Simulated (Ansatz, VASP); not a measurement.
Lu in VASP and in Ansatz

The input INCAR:

```
  PREC = Accurate
  ENCUT = 520
  EDIFF = 1E-6
  ISMEAR = -1
  SIGMA = 0.1
  LREAL = False
  LASPH = True
  NELM = 60
  ALGO = Normal
  ISIF = 2
  LWAVE = False
  LCHARG = False
  GGA = PS
  NBANDS = 18
```

File KPOINTS:

```
regular mesh
0
Gamma
  13 13 13
```

File POSCAR:

```
Lu
1.0
    0.0000000000      2.2890980174      2.2890980174
    2.2890980174      0.0000000000      2.2890980174
    2.2890980174      2.2890980174      0.0000000000
Lu
1
Direct
    0.0000000000      0.0000000000      0.0000000000
```

Input for Ansatz:

```yaml
crystal:
  lattice:
    - [0.0, 2.2890980174, 2.2890980174]
    - [2.2890980174, 0.0, 2.2890980174]
    - [2.2890980174, 2.2890980174, 0.0]
  atoms:
    - { symbol: Lu, position: [0.0, 0.0, 0.0] }
hamiltonian:
  xc: pbesol
  pseudopotentials:
    kind: paw
    azcp:
      Lu: "pseudopotentials/Lu.paw.azcp"
basis:
  ecutwfc: 420
  fft_grid_basis: typed
kpoints:
  mp_grid: { grid: [13, 13, 13], shift: [0, 0, 0] }
magnetization:
  spin_polarized: false
scf:
  occupations: { method: fermi_dirac, width: 0.1 }
  lower_state_search: "off"
output:
  stress: true
```

Alike in both runs: task single point; functional PBEsol; k mesh 13 × 13 × 13; occupations fermi-dirac, width 0.1 eV; no spin polarisation.

|  | VASP | Ansatz |
| --- | --- | --- |
| version | VASP 6.6.1 | Ansatz 0.2.0 |
| potentials or method | VASP PAW PBE potentials, release 64 (Lu), cutoff 520 eV | plane waves (420 eV) with PAW, scalar-relativistic |
| valence electrons in the cell | 25 | 25 |

|  | VASP | Ansatz | Ansatz less VASP |
| --- | --- | --- | --- |
| pressure (GPa) | 7.6 | 7.4 | -0.23 |

VASP's potentials were made for PBE, not for PBEsol, and Ansatz warns of the same on its side.

Spin-orbit coupling is off throughout.
